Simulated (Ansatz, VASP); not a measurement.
**One calculation of HC12, two programs**

The input INCAR:

```
PREC = Accurate ; ENCUT = 520
EDIFF = 1E-6 ; ISMEAR = 0
SIGMA = 0.05 ; LREAL = Auto
LASPH = T ; NELM = 80
ALGO = Normal ; ISIF = 2
LWAVE = F ; LCHARG = T
LDIPOL = T ; IDIPOL = 3
DIPOL = 0.5 0.5 0.295 ; LELF = T
LVHAR = T ; LVACPOTAV = T
NBANDS = 68
```

File KPOINTS:

```
Automatic mesh
0
Gamma
  6 4 1
```

Contents of POSCAR:

```
HC12
1.0
    4.8892663280      0.0000000000      0.0000000000
   -2.4446331640      6.7739291692      0.0000000000
    0.0000000000      0.0000000000     22.7684096771
C H
24 2
Direct
    0.4020794403      0.3041588806      0.1756820110
    0.4020794403      0.8041588805      0.1756820110
    0.9020794403      0.3041588806      0.1756820110
    0.9020794403      0.8041588805      0.1756820110
    0.1630408159      0.3260816317      0.2059829668
    0.1630408159      0.8260816317      0.2059829668
    0.6630408159      0.3260816317      0.2059829668
    0.6630408159      0.8260816317      0.2059829668
    0.1846395683      0.3692791367      0.2666259491
    0.1846395683      0.8692791367      0.2666259491
    0.6846395683      0.3692791367      0.2666259491
    0.6846395683      0.8692791367      0.2666259491
    0.4461625696      0.3923265051      0.2960492075
    0.4461625696      0.8923265051      0.2960492075
    0.9461625696      0.3923265051      0.2960492075
    0.9461625696      0.8923265051      0.2960492075
    0.4715644646      0.4431294558      0.3591099590
    0.4715644646      0.9431294558      0.3591099590
    0.9715644646      0.4431294558      0.3591099590
    0.9715644646      0.9431294558      0.3591099590
    0.2327030006      0.4654044969      0.3851129614
    0.2327030006      0.9654044969      0.3851129614
    0.7327030006      0.4654044969      0.3851129614
    0.7327030006      0.9654044969      0.3851129614
    0.2327030006      0.8102296071      0.4610954312
    0.2327030006      1.1205793867      0.4610954312
```

Input for Ansatz:

```yaml
crystal:
  lattice:
    - [4.889266328, 0.0, 0.0]
    - [-2.444633164, 6.7739291692, 0.0]
    - [0.0, 0.0, 22.7684096771]
  atoms:
    - { symbol: C, position: [0.4020794403, 0.3041588806, 0.175682011] }
    - { symbol: C, position: [0.4020794403, 0.8041588805, 0.175682011] }
    - { symbol: C, position: [0.9020794403, 0.3041588806, 0.175682011] }
    - { symbol: C, position: [0.9020794403, 0.8041588805, 0.175682011] }
    - { symbol: C, position: [0.1630408159, 0.3260816317, 0.2059829668] }
    - { symbol: C, position: [0.1630408159, 0.8260816317, 0.2059829668] }
    - { symbol: C, position: [0.6630408159, 0.3260816317, 0.2059829668] }
    - { symbol: C, position: [0.6630408159, 0.8260816317, 0.2059829668] }
    - { symbol: C, position: [0.1846395683, 0.3692791367, 0.2666259491] }
    - { symbol: C, position: [0.1846395683, 0.8692791367, 0.2666259491] }
    - { symbol: C, position: [0.6846395683, 0.3692791367, 0.2666259491] }
    - { symbol: C, position: [0.6846395683, 0.8692791367, 0.2666259491] }
    - { symbol: C, position: [0.4461625696, 0.3923265051, 0.2960492075] }
    - { symbol: C, position: [0.4461625696, 0.8923265051, 0.2960492075] }
    - { symbol: C, position: [0.9461625696, 0.3923265051, 0.2960492075] }
    - { symbol: C, position: [0.9461625696, 0.8923265051, 0.2960492075] }
    - { symbol: C, position: [0.4715644646, 0.4431294558, 0.359109959] }
    - { symbol: C, position: [0.4715644646, 0.9431294558, 0.359109959] }
    - { symbol: C, position: [0.9715644646, 0.4431294558, 0.359109959] }
    - { symbol: C, position: [0.9715644646, 0.9431294558, 0.359109959] }
    - { symbol: C, position: [0.2327030006, 0.4654044969, 0.3851129614] }
    - { symbol: C, position: [0.2327030006, 0.9654044969, 0.3851129614] }
    - { symbol: C, position: [0.7327030006, 0.4654044969, 0.3851129614] }
    - { symbol: C, position: [0.7327030006, 0.9654044969, 0.3851129614] }
    - { symbol: H, position: [0.2327030006, 0.8102296071, 0.4610954312] }
    - { symbol: H, position: [0.2327030006, 1.1205793867, 0.4610954312] }
basis:
  ecutwfc: 420
kpoints:
  mp_grid: { grid: [6, 4, 1] }
hamiltonian:
  xc: lda
  pseudopotentials: { kind: paw, azcp: { folder: soft_1 } }
scf:
  occupations: { method: gaussian, width: 0.05 }
output:
  forces: true
  eigenvalues: true
efield:
  axis: 3
  dipole_correction: true
  ramp_width: 0.04
```

Alike in both runs: task single point; functional LDA; k mesh 6 × 4 × 1; occupations gaussian, width 0.05 eV; no spin polarisation.

|  | VASP | Ansatz |
| --- | --- | --- |
| version | VASP 6.6.1 | Ansatz 0.2.0 |
| potentials or method | VASP PAW LDA potentials, release 64 (C, H), cutoff 520 eV | scalar-relativistic, plane waves, PAW |
| valence electrons in the cell | 98 | 98 |

```csv
,VASP,Ansatz,Ansatz less VASP
gap on the k mesh at the Fermi level (eV),none,none,-
rms of the force components (eV/Å),1.192,1.198,+0.0051
"work function, face that differs most (eV)",5.81,5.81,-0.005
```

Ansatz warns that its potentials were made for another functional, while VASP's fit it. LDA's correlation is that of Perdew and Zunger in VASP and of Perdew and Wang (1992) in Ansatz. Atom by atom the forces differ by 0.024 eV/Å (rms over components). A gap of «none» marks a metal or a gap that the smearing closes.
